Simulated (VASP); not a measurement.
# Bi (I4/mmm) in VASP: a series of runs, part 2 of 2

VASP 6.6.1.

## Step 3: Single point, PBE+D3(BJ) (30.09 Å³/atom)

The input, INCAR:

```
ALGO = Fast
EDIFF = 1E-6
ENCUT = 520
GGA = PE
ISIF = 2
ISMEAR = 0
IVDW = 12
LASPH = True
LCHARG = False
LREAL = False
LWAVE = False
NBANDS = 14
NELM = 60
PREC = Accurate
SIGMA = 0.15
```

The input, KPOINTS:

```
k-points
0
Gamma
  18 18 18
```

The input, POSCAR:

```
Bi
1.0
   -1.7736400234      1.7736400234      2.3915762075
    1.7736400234     -1.7736400234      2.3915762075
    1.7736400234      1.7736400234     -2.3915762075
Bi
1
Direct
    0.0000000000      0.0000000000      0.0000000000
```

Potentials or basis: VASP PAW PBE potentials, release 64 (Bi_d).

Run with:

```sh
$ cat potpaw_PBE.64/Bi_d/POTCAR > POTCAR
$ mpirun -np 1 vasp_std > vasp.out
```

OUTCAR:

```text
EDIFF = 1E-6
   ENCUT = 520
   GGA = PE
   ISIF = 2
   ISMEAR = 0
   IVDW = 12
   LASPH = True
   LREAL = False
   NELM = 60
   PREC = Accurate
 IVDW          = 12

 ion  position               nearest neighbor table
   1  0.000  0.000  0.000-

  LATTYP: Found a body centered tetragonal cell.
 ALAT       =     3.5472800468
 C/A-ratio  =     1.3484000000

  Lattice vectors:

 A1 = (  -1.7736400234,   1.7736400234,   2.3915762075)
 A2 = (   1.7736400234,  -1.7736400234,   2.3915762075)
 A3 = (   1.7736400234,   1.7736400234,  -2.3915762075)

Analysis of symmetry for initial positions (statically):
=====================================================================
 Subroutine PRICEL returns:
 Original cell was already a primitive cell.

 Routine SETGRP: Setting up the symmetry group for a
 body centered tetragonal supercell.

 Subroutine GETGRP returns: Found 16 space group operations
 (whereof 16 operations were pure point group operations)
 out of a pool of 16 trial point group operations.

The static configuration has the point symmetry D_4h.

Analysis of symmetry for dynamics (positions and initial velocities):
=====================================================================
 Subroutine PRICEL returns:
 Original cell was already a primitive cell.

 Routine SETGRP: Setting up the symmetry group for a
 body centered tetragonal supercell.

 Subroutine GETGRP returns: Found 16 space group operations
 (whereof 16 operations were pure point group operations)
 out of a pool of 16 trial point group operations.

The dynamic configuration has the point symmetry D_4h.

 Subroutine INISYM returns: Found 16 space group operations
 (whereof 16 operations are pure point group operations),
 and found     1 'primitive' translations

----------------------------------------------------------------------------------------

                                     Primitive cell
[... 117 lines left out ...]
   IVDW    =    12    specifies the selected vdW correction
   LEPSILON=     F    determine dielectric tensor
   LRPA    =     F    only Hartree local field effects (RPA)
 non-spin polarized calculation
 RMM-DIIS sequential band-by-band and
 Gauss-broadening in eV      SIGMA  =   0.15
  energy-cutoff  :      520.00
  volume of cell :       30.09
 maximum number of plane-waves:       834
 NGX is ok and might be reduce to    28
   NGX = 13   NGY = 13   NGZ = 13

 number of electron      15.0000006 magnetization

 Free energy of the ion-electron system (eV)
  ---------------------------------------------------
  ext. energy  EPLUGINS =         0.00000000
  ---------------------------------------------------
  free energy    TOTEN  =        -3.69218142 eV

  energy without entropy =       -3.68355268  energy(sigma->0) =       -3.68786705

 E-fermi :   8.4533     XC(G=0): -10.4572

 val. band max:        8.4514460537   @ k =  -0.2222   0.4444   0.1667
 cond. band min:       8.4721940664   @ k =  -0.1667  -0.2222   0.1111
 fundamental gap:      0.0207480127
 Fermi energy:         8.4533409520

 k-point     1 :       0.0000    0.0000    0.0000
  band No.  band energies     occupation
      1     -14.7113      2.00000
      2     -14.7113      2.00000
      3     -14.6803      2.00000
      4     -14.6395      2.00000
      5     -14.6052      2.00000
      6      -5.4181      2.00000
      7      13.5648      0.00000
      8      13.6209      0.00000
      9      13.6209      0.00000
     10      17.4927      0.00000
     11      17.6747      0.00000
     12      19.3690      0.00000
     13      19.3690      0.00000
     14      19.5512      0.00000
[... 377 lines left out ...]
      1     -14.7073      2.00000
      2     -14.6860      2.00000
      3     -14.6613      2.00000
      4     -14.6262      2.00000
      5     -14.5960      2.00000
      6      -4.6431      2.00000
      7       8.6963      0.02200
      8      12.4056      0.00000
      9      12.7951      0.00000
     10      16.4927      0.00000
     11      18.2648      0.00000
     12      19.7423      0.00000
     13      20.0183      0.00000
     14      21.2623      0.00000

 [... further k-points ...]

------------------------ aborting loop because EDIFF is reached ----------------------------------------

 Edisp (eV)   -0.52373

 E8    (eV) :    -0.2573

  FORCE on cell =-STRESS in cart. coord.  units (eV):
  Direction    XX          YY          ZZ          XY          YZ          ZX
  --------------------------------------------------------------------------------------
  -------------------------------------------------------------------------------------
  Total       0.08834     0.08834    -0.02468     0.00000    -0.00000     0.00000
  in kB       4.70314     4.70314    -1.31384     0.00000    -0.00000     0.00000
  external pressure =        2.70 kB  Pullay stress =        0.00 kB

 VOLUME and BASIS-vectors are now :
 -----------------------------------------------------------------------------
  energy-cutoff  :      520.00
  volume of cell :       30.09
      direct lattice vectors                 reciprocal lattice vectors
    -1.773640023  1.773640023  2.391576207     0.000000000  0.281906133  0.209067141
     1.773640023 -1.773640023  2.391576207     0.281906133  0.000000000  0.209067141
     1.773640023  1.773640023 -2.391576207     0.281906133  0.281906133  0.000000000

 POSITION                                       TOTAL-FORCE (eV/Angst)
 -----------------------------------------------------------------------------------
      0.00000      0.00000      0.00000        -0.000000      0.000000      0.000000
 -----------------------------------------------------------------------------------
    total drift:                               -0.000000     -0.000000     -0.000000

  FREE ENERGIE OF THE ION-ELECTRON SYSTEM (eV)
  ---------------------------------------------------
  free  energy   TOTEN  =        -4.2159103376 eV

  energy  without entropy=       -4.2072815997  energy(sigma->0) =       -4.21159597
```

Wall time 5.4 min (1 thread of Intel Xeon 8259CL, shared host); peak memory 0.31 GiB.

Results:

```
Free energy                : -4.2159 eV
Pressure                   : 0.3 GPa
Band gap on the k mesh     : zero (an odd number of electrons rules out a gap without spin polarisation)
Dispersion energy per atom : -0.524 eV
```

Stress tensor (GPa, compression positive):
```
 0.47  0.00  0.00
 0.00  0.47  0.00
 0.00  0.00 -0.13
```

Levels at points of the mesh, in eV from the Fermi level:
```tsv
k point	band 3	band 4	band 5	band 6	band 7	band 8	band 9	band 10	band 11	band 12
(0.00, 0.00, 0.00)	-23.13	-23.09	-23.06	-13.87	5.11	5.17	5.17	9.04	9.22	10.92
(0.50, 0.00, 0.00)	-23.13	-23.00	-22.99	-10.83	-5.52	3.13	3.80	7.45	8.63	9.45
(0.50, 0.50, 0.00)	-23.00	-22.99	-22.96	-9.80	-4.80	0.37	0.70	4.22	5.42	17.01
(0.50, 0.50, 0.50)	-23.00	-22.97	-22.97	-9.36	-4.43	-0.04	-0.04	3.75	4.94	16.66
```

Caveat: spin-orbit coupling is left out, which moves the levels of the heavy elements.

## Step 4: Single point, PBE+D3(BJ) (30.09 Å³/atom)

The input, INCAR:

```
ALGO = Fast
EDIFF = 1E-6
ENCUT = 520
GGA = PE
ISIF = 2
ISMEAR = 0
IVDW = 12
LASPH = T
LCHARG = T
LELF = T
LREAL = F
LVHAR = T
LWAVE = F
NBANDS = 14
NELM = 100
PREC = Accurate
SIGMA = 0.15
```

KPOINTS is that of step 3.

The input, POSCAR:

```
Bi
1.0
   -1.8642438509      1.8642438509      2.1647599596
    1.8642438509     -1.8642438509      2.1647599596
    1.8642438509      1.8642438509     -2.1647599596
Bi
1
Direct
    0.0000000000      0.0000000000      0.0000000000
```

Run with:

```sh
$ cat potpaw_PBE.64/Bi_d/POTCAR > POTCAR
$ mpirun -np 1 vasp_std > vasp.out
```

Wall time 5.1 min (1 thread of Intel Xeon 8259CL, shared host); peak memory 0.31 GiB.

Results (log left out):

| Property | Result |
| --- | --- |
| Free energy | -4.2488 eV |
| Pressure | 0.2 GPa |
| Band gap on the k mesh | zero (an odd number of electrons rules out a gap without spin polarisation) |
| Dispersion energy per atom | -0.524 eV |

Stress tensor (GPa, compression positive):
```
 0.93  0.00  0.00
 0.00  0.93  0.00
 0.00  0.00 -1.14
```

Levels at points of the mesh, in eV from the Fermi level:
```
           k point  band 5  band 6  band 7  band 8  band 9  band 10
(0.00, 0.00, 0.00)  -22.94  -13.79    5.11    5.36    5.36     9.40
(0.50, 0.00, 0.00)  -22.88  -10.69   -5.40    2.28    4.11     6.78
(0.50, 0.50, 0.00)  -22.85  -10.14   -5.04    0.81    2.07     5.02
(0.50, 0.50, 0.50)  -22.87   -8.56   -3.33   -1.01   -1.01     3.28
```

Caveat: spin-orbit coupling is left out, which moves the levels of the heavy elements.

## Step 5: Single point, PBE+D3(BJ) (30.09 Å³/atom)

The input, INCAR:

```
SYSTEM = Bi
ALGO = Fast
EDIFF = 1E-6
ENCUT = 520
GGA = PE
ISIF = 2
ISMEAR = 0
IVDW = 12
LASPH = .True.
LCHARG = .True.
LELF = .True.
LREAL = .False.
LVHAR = .True.
LWAVE = .False.
NBANDS = 14
NELM = 60
PREC = Accurate
SIGMA = 0.15
```

The input, KPOINTS:

```
k-points
0
Gamma
  18 18 18
  0 0 0
```

The input, POSCAR:

```
Bi
1.0
   -1.6874320701      1.6874320701      2.6421811354
    1.6874320701     -1.6874320701      2.6421811354
    1.6874320701      1.6874320701     -2.6421811354
Bi
1
Direct
    0.0000000000      0.0000000000      0.0000000000
```

Run with:

```sh
$ cat potpaw_PBE.64/Bi_d/POTCAR > POTCAR
$ mpirun -np 1 vasp_std > vasp.out
```

Run time: 5.3 min. Hardware: 1 thread of Intel Xeon 8259CL, shared host; peak memory 0.31 GiB.

Results (log left out):

```yaml
Free_energy: -4.2185 eV
Pressure: 0.5 GPa
Band_gap_on_the_k_mesh: zero (an odd number of electrons rules out a gap without spin polarisation)
Dispersion_energy_per_atom: -0.524 eV
```

Stress tensor (GPa, compression positive):
```
0.43 0.00 0.00
0.00 0.43 0.00
0.00 0.00 0.63
```

Levels at points of the mesh, in eV from the Fermi level:
```tsv
k point	band 3	band 4	band 5	band 6	band 7	band 8	band 9	band 10	band 11	band 12
(0.00, 0.00, 0.00)	-23.10	-23.09	-23.00	-13.85	5.09	5.19	5.19	9.14	9.23	10.80
(0.50, 0.00, 0.00)	-23.08	-22.98	-22.95	-10.80	-5.49	2.60	4.35	7.03	8.83	9.79
(0.50, 0.50, 0.00)	-22.98	-22.98	-22.89	-9.29	-4.40	-0.36	0.39	3.78	5.02	15.71
(0.50, 0.50, 0.50)	-22.96	-22.96	-22.96	-10.30	-5.09	1.19	1.19	4.85	5.98	18.22
```

Caveat: spin-orbit coupling is left out, which moves the levels of the heavy elements.

## Step 6: Summary

| cell | further INCAR settings | gap on the mesh (eV) | pressure (GPa) |
| --- | --- | --- | --- |
| a = 3.410 Å, angles 105.7, 105.7, 117.3°, 1 atom | ALGO = Fast; EDIFF = 1e-07; NBANDS = 14 | none | 0.5 |
| a = 3.466 Å, angles 118.4, 118.4, 92.7°, 1 atom | ALGO = Fast; EDIFF = 1e-06; NBANDS = 14 | none | 0.3 |
| a = 3.411 Å, angles 113.7, 113.7, 101.2°, 1 atom | ALGO = Fast; EDIFF = 1e-06; NBANDS = 14 | none | 0.2 |
| a = 3.560 Å, angles 123.4, 123.4, 84.2°, 1 atom | ALGO = Fast; EDIFF = 1e-06; NBANDS = 14 | none | 0.5 |

Alike in all rows: task single point; level PBE+D3(BJ); potentials or basis VASP PAW PBE potentials, release 64 (Bi_d); no spin polarisation; k mesh 18 × 18 × 18; cutoff (eV) 520; smearing gaussian 0.15 eV.

Caveats: spin-orbit coupling is left out, which moves the levels of the heavy elements.

Absolute energies hang on the potentials; compare differences alone.
